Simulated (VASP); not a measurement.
A run of VASP 6.6.1:

The input INCAR:

```
SYSTEM = AlN
AGGAC    = 1.0          
AGGAX    = 1.0          
ALDAC    = 0.0          
ALDAX    = 1.0          
ALGO     = Normal         ! electronic algorithm
EDIFF    = 1E-6           ! SCF threshold, eV
ENCUT    = 600            ! plane-wave cutoff, eV
GGA      = B5             ! functional
GGA_COMPAT= .FALSE.      
ISIF     = 2              ! what is computed and relaxed
ISMEAR   = 0              ! smearing method
LASPH    = .TRUE.         ! aspherical terms in the spheres
LCHARG   = .TRUE.         ! write CHGCAR
LELF     = .TRUE.         ! ELF
LREAL    = .FALSE.        ! projectors in reciprocal space
LVHAR    = .TRUE.       
LWAVE    = .FALSE.        ! write WAVECAR
NBANDS   = 16             ! bands
NELM     = 120            ! most SCF steps
PREC     = Accurate       ! precision mode
SIGMA    = 0.01           ! smearing width, eV
```

Contents of KPOINTS:

```
k-points
0
G
  12 12 4
  0 0 0
```

POSCAR

```
AlN
1.0
    3.1130000000      0.0000000000      0.0000000000
   -1.5565000000      2.6959370800      0.0000000000
    0.0000000000      0.0000000000      4.9810000000
Al N
2 2
Direct
    0.3333333300      0.6666666700      0.0000000000
    0.6666666700      0.3333333300      0.5000000000
    0.3333333300      0.6666666700      0.3800000000
    0.6666666700      0.3333333300      0.8800000000
```

Potentials or basis: VASP PAW PBE potentials, release 64 (Al, N).

Launch:

```bash
$ cat potpaw_PBE.64/Al/POTCAR potpaw_PBE.64/N/POTCAR > POTCAR
$ mpirun -np 1 vasp_std > vasp.out
```

Hardware: 1 thread of Intel Xeon 8259CL, with other jobs on the host.

Task: How long does it take, and how much memory?

Result: Run time: 88 s on 1 thread of Intel Xeon 8259CL, on a shared host, peak memory 0.19 GiB. Counts: scf iterations 13, k points 57.
